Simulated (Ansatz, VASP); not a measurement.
One calculation of Mg2As, two programs

File INCAR:

```
SYSTEM = Mg2As
  PREC = Accurate
  ENCUT = 600
  EDIFF = 1E-6
  ISMEAR = 0
  SIGMA = 0.1
  LREAL = .FALSE.
  LASPH = .TRUE.
  NELM = 60
  ALGO = Fast
  ISIF = 3
  LWAVE = .FALSE.
  LCHARG = .FALSE.
  GGA = PE
  IBRION = 2
  NSW = 100
  EDIFFG = -0.01
```

File KPOINTS:

```
Automatic mesh
0
G
  14 14 14
  0 0 0
```

Contents of POSCAR:

```
Mg2As
1.0
   -2.3735829681      2.3735829681      3.1050971100
    2.3735829681     -2.3735829681      3.1050971100
    2.3735829681      2.3735829681     -3.1050971100
Mg As
2 1
Direct
    0.7500000000      0.2500000000      0.5000000000
    0.2500000000      0.7500000000      0.5000000000
    0.0000000000      0.0000000000      0.0000000000
```

Input for Ansatz:

```yaml
crystal:
  lattice:
    - [-2.3735829681, 2.3735829681, 3.10509711]
    - [2.3735829681, -2.3735829681, 3.10509711]
    - [2.3735829681, 2.3735829681, -3.10509711]
  atoms:
    - { symbol: Mg, position: [0.75, 0.25, 0.5] }
    - { symbol: Mg, position: [0.25, 0.75, 0.5] }
    - { symbol: As, position: [0.0, 0.0, 0.0] }
basis:
  ecutwfc: 420
kpoints:
  mp_grid: { grid: [14, 14, 14] }
hamiltonian:
  xc: pbe
scf:
  occupations: { method: gaussian, width: 0.1 }
output:
  forces: true
  stress: true
  eigenvalues: true
relax:
  adjacent_minimum: "off"
  f_tol: 0.01
  max_steps: 80
  cell: { stress_tol: 0.05 }
```

Alike in both runs: task relaxation of cell and atoms; functional PBE; k mesh 14 × 14 × 14; occupations gaussian, width 0.1 eV; no spin polarisation.

|  | VASP | Ansatz |
| --- | --- | --- |
| version | VASP 6.6.1 | Ansatz 0.2.0 |
| potentials or method | VASP PAW PBE potentials, release 64 (Mg, As), cutoff 600 eV | scalar-relativistic, plane waves, PAW |
| valence electrons in the cell | 9 | 35 |

```csv
,VASP,Ansatz,Ansatz less VASP
"gap on the k mesh at the Fermi level, each at its own relaxed structure (eV)",none,none,-
relaxed volume (Å³/atom),23.08,23.09,+0.011
relaxed cell length with the largest relative difference (Å),4.605,4.608,+0.0030
```

A gap of «none» marks a metal or a gap that the smearing closes. VASP's potentials hold 9 valence electrons a cell and Ansatz's 35, so a difference there can come from the potentials and not from the codes.
